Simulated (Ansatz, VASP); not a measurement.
Ga: VASP beside Ansatz

Contents of INCAR:

```
SYSTEM = Ga
PREC = Accurate
ENCUT = 520
EDIFF = 1E-7
ISMEAR = -1
SIGMA = 0.03
LREAL = .False.
LASPH = .True.
NELM = 100
ALGO = Normal
ISIF = 2
LWAVE = .False.
LCHARG = .True.
GGA = PE
LELF = .True.
LVHAR = .True.
NBANDS = 20
```

File KPOINTS:

```
regular mesh
0
Gamma
  14 14 11
  0 0 0
```

POSCAR

```
Ga
1.0
    1.3830000000     -4.0265000000      0.0000000000
    1.3830000000      4.0265000000      0.0000000000
   -0.1174500000      0.0000000000      3.3299300000
Ga
2
Direct
    0.8690000000      0.1310000000      0.2500000000
    0.1310000000      0.8690000000      0.7500000000
```

Input for Ansatz:

```yaml
crystal:
  lattice:
    - [1.383, -4.0265, 0.0]
    - [1.383, 4.0265, 0.0]
    - [-0.11745, 0.0, 3.32993]
  atoms:
    - { symbol: Ga, position: [0.869, 0.131, 0.25] }
    - { symbol: Ga, position: [0.131, 0.869, 0.75] }
kpoints:
  mp_grid: { grid: [14, 14, 11] }
  band_path:
    path:
      - [0.0, 0.0, 0.0]
      - [-0.5, 0.5, 0.0]
      - [-0.5, 0.5, 0.5]
      - [0.0, 0.0, 0.5]
      - [0.0, 0.0, 0.0]
      - [-0.5, 0.0, 0.5]
      - [0.0, 0.0, 0.0]
      - [-0.5, 0.0, 0.0]
    npoints: 5
scf:
  occupations: { method: fermi_dirac, width: 0.03 }
hamiltonian:
  xc: pbe
  pseudopotentials:
    kind: all_electron
    lapw: { basis_error: 0.0005 }
    relativity: none
output:
  forces: true
  stress: true
  eigenvalues: true
```

Alike in both runs: task single point; functional PBE; k mesh 14 × 14 × 11; occupations fermi-dirac, width 0.03 eV; no spin polarisation.

|  | VASP | Ansatz |
| --- | --- | --- |
| version | VASP 6.6.1 | Ansatz 0.2.0 |
| potentials or method | VASP PAW PBE potentials, release 64 (Ga_d), cutoff 520 eV | all-electron LAPW, non-relativistic |

Ansatz gave:

- pressure (GPa): 1.9
- traceless stress, the component that is largest in VASP (GPa): -0.15
- rms of the force components (eV/Å): 0.122

Estimate VASP's values.

pressure (GPa): 1.8; traceless stress, the component that is largest in VASP (GPa): -0.20; rms of the force components (eV/Å): 0.110.

Atom by atom the forces differ by 0.012 eV/Å (rms over components). Ansatz ran all-electron here, and VASP with PAW potentials.
